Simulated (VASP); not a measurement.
# Mg16O16F (a cell with a defect) (F interstitial hop between voids) in VASP: further runs, part 2 of 2

VASP 6.6.1.

## (4) Single point, PBE, collinear spin

The input, INCAR:

```
PREC = Accurate
ENCUT = 520
EDIFF = 1E-6
ISMEAR = -1
SIGMA = 0.01
LREAL = Auto
LASPH = True
NELM = 150
ALGO = Normal
ISIF = 2
LWAVE = False
LCHARG = True
ISPIN = 2
MAGMOM = 0 0 0 0 0 0 0 0 0 0 0 0 0 0 0 0 0.01 0 0.01 0 0 0.04 0.01 0 0.01 0.01 0.64 0.04 0 0 0.04 0.01 0.17
LORBIT = 11
NUPDOWN = 1.0
GGA = PE
LELF = True
LVHAR = True
NBANDS = 94
```

The input, KPOINTS:

```
Automatic mesh
0
Gamma
  1 1 1
  0.25 0.25 0.25
```

The input, POSCAR:

```
Mg16O16F
1.0
   -4.2543812300      4.2543812300      4.2543812300
    4.2543812300     -4.2543812300      4.2543812300
    4.2543812300      4.2543812300     -4.2543812300
Mg O F
16 16 1
Direct
    0.0009782723      0.0004696125      0.0070578710
   -0.0011380828      0.2489445866      0.7556864306
   -0.0005904436      0.4996797506      0.5062793616
    0.0015154559      0.7502615135      0.2570043577
    0.2494391681     -0.0016579427      0.7556806819
    0.2309693066      0.2304593525      0.5017822233
    0.2349776132      0.4996828350      0.2408558352
    0.2495972594      0.7504138069      0.0064239300
    0.5001882501     -0.0011094853      0.5062672332
    0.5001859331      0.2344421365      0.2408418734
    0.5001775785      0.4996753516      0.0049948950
    0.5001923324      0.7688893443      0.7710078136
    0.7507729903      0.0010072558      0.2570147116
    0.7509388808      0.2490941592      0.0064247266
    0.7693969679      0.4996822203      0.7710014222
    0.7654185288      0.7649154611      0.5060776091
    0.0002112100     -0.0002963320      0.5069941313
    0.0040268060      0.2521185627      0.2592183336
    0.0001561978      0.4996798464      0.0069716481
   -0.0036498816      0.7482817822      0.7553805353
    0.2526231736      0.0035182722      0.2592171813
    0.2379208277      0.2374063107     -0.0136373627
    0.2330120954      0.4996787873      0.7619641275
    0.2515866055      0.7472394683      0.5067791265
    0.5001873160     -0.0003533515      0.0069678054
    0.5001859173      0.2325016060      0.7619585600
    0.5002056970      0.4996800363      0.3931918717
    0.5001904825      0.7619551006      0.2486410491
    0.7487869390     -0.0041569477      0.7553793767
    0.7477469855      0.2510785690      0.5067796644
    0.7624446678      0.4996760152      0.2486167053
    0.7673576852      0.7668507407      0.0291287400
    0.5001779228      0.4996698986      0.6520867078
```

Started as:

```console
$ cat potpaw_PBE.64/Mg/POTCAR potpaw_PBE.64/O/POTCAR potpaw_PBE.64/F/POTCAR > POTCAR
$ mpirun -np 1 vasp_std > vasp.out
```

Run time: 5.3 min. Hardware: 1 thread of Intel Xeon Platinum 8375C at 2.90GHz (Ice Lake), shared host; peak memory 0.55 GiB.

Results (log left out):

```
Free energy                                           : -190.2046 eV
Pressure                                              : 8.0 GPa
Largest force                                         : 0.016 eV/Å
Net moment                                            : 1.00 μB per cell
Site moments                                          : Mg +0.00, -0.00; O +0.01, +0.00, +0.04, +0.56; F +0.15 μB
Valence electrons inside the program's atomic spheres : Mg 0.40, 0.41, 0.44, 0.36; O 5.12, 5.09, 5.10, 5.04; F 6.20
```

Forces on the atoms (eV/Å):
```
Mg   0.001  0.001  0.001
Mg  -0.001  0.002  0.001
Mg   0.001 -0.001 -0.001
Mg   0.000 -0.002 -0.003
Mg   0.001  0.000  0.002
Mg   0.010  0.010  0.008
Mg  -0.005  0.000  0.004
Mg  -0.001  0.002  0.000
Mg   0.000  0.001 -0.001
Mg  -0.001 -0.004  0.005
Mg   0.001  0.002 -0.001
Mg  -0.009  0.010 -0.009
Mg  -0.002  0.000 -0.002
Mg   0.002 -0.003  0.000
Mg   0.010 -0.009 -0.009
Mg  -0.006 -0.004  0.000
O   -0.002 -0.002 -0.001
O   -0.001 -0.005 -0.002
O   -0.002  0.002  0.003
O    0.000  0.003  0.006
O   -0.006 -0.001 -0.004
O    0.002  0.003 -0.007
O   -0.004 -0.004  0.005
O    0.003 -0.005  0.001
O    0.002 -0.002  0.002
O   -0.002 -0.005  0.004
O    0.002 -0.003  0.001
O    0.005  0.002 -0.003
O    0.003 -0.001  0.006
O   -0.006  0.004  0.001
O    0.002  0.007 -0.003
O   -0.003 -0.006  0.003
F    0.006  0.008 -0.008
```

Stress tensor (GPa, compression positive):
```
 7.97  1.11 -1.11
 1.11  7.96 -1.11
-1.11 -1.11  7.96
```

Caveat: the k points lie up to 1.04 Å⁻¹ apart; the total moment is fixed, so each spin has its own Fermi level.

## (5) Single point, PBE, collinear spin

The input, INCAR:

```
SYSTEM = Mg16O16F
  ALGO = Normal
  EDIFF = 1E-6
  ENCUT = 520
  GGA = PE
  ISIF = 2
  ISMEAR = -1
  ISPIN = 2
  LASPH = .True.
  LCHARG = .True.
  LELF = .True.
  LORBIT = 11
  LREAL = Auto
  LVHAR = .True.
  LWAVE = .False.
  MAGMOM = 0 0 0 0 0 0 0 0 0 0 0 0 0 0 0 0 0.03 0 0 0 0 0.19 0 0 0 0 0.57 0 0 0 0 0.06 0.18
  NBANDS = 94
  NELM = 150
  NUPDOWN = 1.0
  PREC = Accurate
  SIGMA = 0.01
```

KPOINTS is that of step 4.

The input, POSCAR:

```
Mg16O16F
1.0
   -4.2543812300      4.2543812300      4.2543812300
    4.2543812300     -4.2543812300      4.2543812300
    4.2543812300      4.2543812300     -4.2543812300
Mg O F
16 16 1
Direct
    0.0045242772      0.0051117892      0.0046863454
    0.0058801736      0.2570647624      0.7553295829
    0.0065990795      0.5063415532      0.5059414950
    0.0059063818      0.7557227071      0.2566390836
    0.2565388340      0.0064829639      0.7553265272
    0.2403289561      0.2409129424      0.5057183134
    0.2403531665      0.5060217652      0.2405025419
    0.2565043989      0.7557238823      0.0060774995
    0.5058443011      0.0071541544      0.5059915611
    0.5055960864      0.2409336269      0.2404923171
    0.5058211485      0.5063591821      0.0067572694
    0.5012308218      0.7710192911      0.7706401525
    0.7551726858      0.0064676855      0.2566642341
    0.7551811477      0.2570620593      0.0060275510
    0.7704833730      0.5018123399      0.7706420329
    0.7705061730      0.7710578396      0.5013859560
    0.0064719165      0.0070199398      0.5066394814
   -0.0141497663      0.2486815221      0.2482858124
    0.0064846093      0.5070541128      0.0066283435
    0.0286382422      0.7620102254      0.7616226250
    0.2480839029     -0.0135324027      0.2482298701
    0.2481204535      0.2486604850     -0.0139913413
    0.2587004879      0.5068210589      0.7550229578
    0.2587083622      0.7554196078      0.5063923244
    0.5064747101      0.0070001954      0.0065974341
    0.5062814975      0.2592747195      0.7550289516
    0.3927350206      0.3931945469      0.3928902723
    0.5062397758      0.7554193727      0.2588536242
    0.7614477464      0.0291631129      0.7615824311
    0.7548876855      0.2592832989      0.5064381595
    0.7548787535      0.5068322239      0.2588579726
    0.7614673732      0.7619958872      0.0287676382
    0.6516060386      0.6521673423      0.6517269728
```

Potentials or basis: VASP PAW PBE potentials, release 64 (Mg, O, F).

Started as:

```console
$ cat potpaw_PBE.64/Mg/POTCAR potpaw_PBE.64/O/POTCAR potpaw_PBE.64/F/POTCAR > POTCAR
$ mpirun -np 1 vasp_std > vasp.out
```

OUTCAR:

```text
SYSTEM = Mg16O16F
   EDIFF = 1E-6
   ENCUT = 520
   GGA = PE
   ISIF = 2
   ISMEAR = -1
   ISPIN = 2
   LASPH = .True.
   LORBIT = 11
   LREAL = Auto
   NELM = 150
   NUPDOWN = 1.0
   PREC = Accurate

 ion  position               nearest neighbor table
   1  0.005  0.005  0.005-  21 2.15  22 2.15  18 2.15  29 2.18  32 2.18  20 2.18  33 2.60  14 3.02
                             2 3.02  13 3.02   7 3.02   4 3.02   8 3.02   5 3.02   6 3.02  10 3.02
   2  0.006  0.257  0.755-  29 2.04  22 2.05  17 2.12  19 2.13  30 2.14  23 2.14  15 2.89   6 2.91
                             7 2.92  16 2.93   8 3.00   3 3.00  13 3.00  11 3.01   9 3.01   5 3.02
   3  0.007  0.506  0.506-  20 2.09  18 2.11  30 2.12  31 2.12  23 2.13  24 2.13  12 2.98   2 3.00
                             4 3.00   6 3.01   7 3.01  13 3.01  14 3.01   8 3.01   5 3.01  16 3.02
   4  0.006  0.756  0.257-  32 2.04  21 2.05  19 2.12  17 2.13  31 2.14  24 2.14  16 2.89   7 2.91
                             6 2.92  15 2.93  14 3.00   3 3.00   5 3.00   9 3.01  11 3.01   8 3.02
   5  0.257  0.006  0.755-  20 2.04  22 2.05  17 2.12  25 2.13  24 2.14  26 2.14  12 2.89   6 2.91
                            10 2.92  16 2.93   9 3.00  14 3.00   4 3.00  11 3.01   3 3.01   2 3.02
   6  0.240  0.241  0.506-  27 1.90  17 1.99  23 2.12  26 2.12  18 2.21  21 2.21   5 2.91   2 2.91
                            13 2.92   4 2.92   3 3.01   9 3.01   1 3.02  11 3.02  12 3.19  15 3.19
   7  0.240  0.506  0.241-  27 1.90  19 1.99  24 2.12  28 2.12  22 2.21  18 2.21   8 2.91   4 2.91
                            14 2.92   2 2.92   3 3.01  11 3.01   1 3.02   9 3.02  12 3.19  16 3.19
[... 466 lines left out ...]

 POSITION                                       TOTAL-FORCE (eV/Angst)
 -----------------------------------------------------------------------------------
      0.02244      0.01744      0.02106        -0.003024      0.001310     -0.001148
      4.28209      2.14483     -2.09479        -0.002780      0.005012      0.001312
      4.27856      0.02637      0.02978         0.000029     -0.001452     -0.000655
      4.28185     -2.09816      2.14842        -0.001075      0.000298      0.004822
      2.14961      4.27728     -2.09445         0.003278     -0.001880     -0.004649
      2.15400      2.14903     -0.10413        -0.004488     -0.002773     -0.004074
[... 25 lines left out ...]
      0.12464      0.12014      6.35900        -0.002052     -0.003713     -0.004924
      2.77508      2.77031      2.77405         0.009157      0.004942      0.007419
 -----------------------------------------------------------------------------------
    total drift:                               -0.031198     -0.024860     -0.025099

  FREE ENERGIE OF THE ION-ELECTRON SYSTEM (eV)
  ---------------------------------------------------
  free  energy   TOTEN  =      -190.2047285727 eV

  energy  without entropy=     -190.2047285727  energy(sigma->0) =     -190.20472857

 total charge

# of ion       s       p       d       tot
------------------------------------------
    1        0.138   0.155   0.066   0.359
    2        0.151   0.182   0.082   0.414
    3        0.147   0.173   0.077   0.397
    4        0.151   0.182   0.082   0.414
    5        0.151   0.182   0.082   0.414
    6        0.157   0.192   0.088   0.436
[... 25 lines left out ...]
   32        1.544   3.552   0.000   5.096
   33        1.757   4.447   0.000   6.204
--------------------------------------------------
tot         28.900  64.093   1.302  94.295

 magnetization (x)

# of ion       s       p       d       tot
------------------------------------------
    1       -0.000  -0.001  -0.000  -0.001
    2        0.000   0.000   0.000   0.000
    3        0.000   0.000   0.000   0.000
    4        0.000   0.000   0.000   0.000
    5        0.000   0.000   0.000   0.000
    6       -0.001  -0.002   0.000  -0.003
[... 25 lines left out ...]
   32        0.000   0.010   0.000   0.010
   33        0.005   0.150   0.000   0.154
--------------------------------------------------
tot          0.015   0.854   0.001   0.870
```

It took 5.8 min on 1 thread of Intel Xeon Platinum 8375C at 2.90GHz (Ice Lake), shared host; peak memory 0.57 GiB.

What came out:

- Free energy: -190.2047 eV
- Pressure: 8.0 GPa
- Largest force: 0.022 eV/Å
- Net moment: 1.00 μB per cell
- Site moments: Mg -0.00, +0.00; O +0.01, +0.04, +0.00, +0.56; F +0.15 μB
- Valence electrons inside the program's atomic spheres: Mg 0.36, 0.41, 0.40, 0.44; O 5.12, 5.09, 5.10, 5.04; F 6.20

Forces on the atoms (eV/Å):
```
Mg  -0.003  0.001 -0.001
Mg  -0.003  0.005  0.001
Mg   0.000 -0.001 -0.001
Mg  -0.001  0.000  0.005
Mg   0.003 -0.002 -0.005
Mg  -0.004 -0.003 -0.004
Mg  -0.002 -0.006 -0.001
Mg   0.004 -0.003  0.000
Mg  -0.002 -0.008 -0.002
Mg  -0.004 -0.004 -0.006
Mg  -0.001 -0.003 -0.003
Mg  -0.012  0.012  0.012
Mg  -0.002 -0.002  0.003
Mg   0.000  0.004 -0.003
Mg   0.012 -0.012  0.014
Mg   0.012  0.013 -0.012
O   -0.001 -0.002  0.002
O    0.006  0.002  0.005
O   -0.002  0.003 -0.003
O   -0.005 -0.004 -0.003
O    0.001  0.013 -0.001
O    0.005  0.001  0.009
O    0.002  0.000 -0.005
O    0.005 -0.005 -0.001
O    0.003  0.000  0.001
O   -0.002  0.003 -0.007
O    0.000  0.001  0.002
O   -0.002 -0.005  0.005
O   -0.001 -0.002 -0.002
O   -0.007  0.002 -0.003
O   -0.006 -0.002  0.002
O   -0.002 -0.004 -0.005
F    0.009  0.005  0.007
```

Caveat: the k points lie up to 1.04 Å⁻¹ apart; the total moment is fixed, so each spin has its own Fermi level.
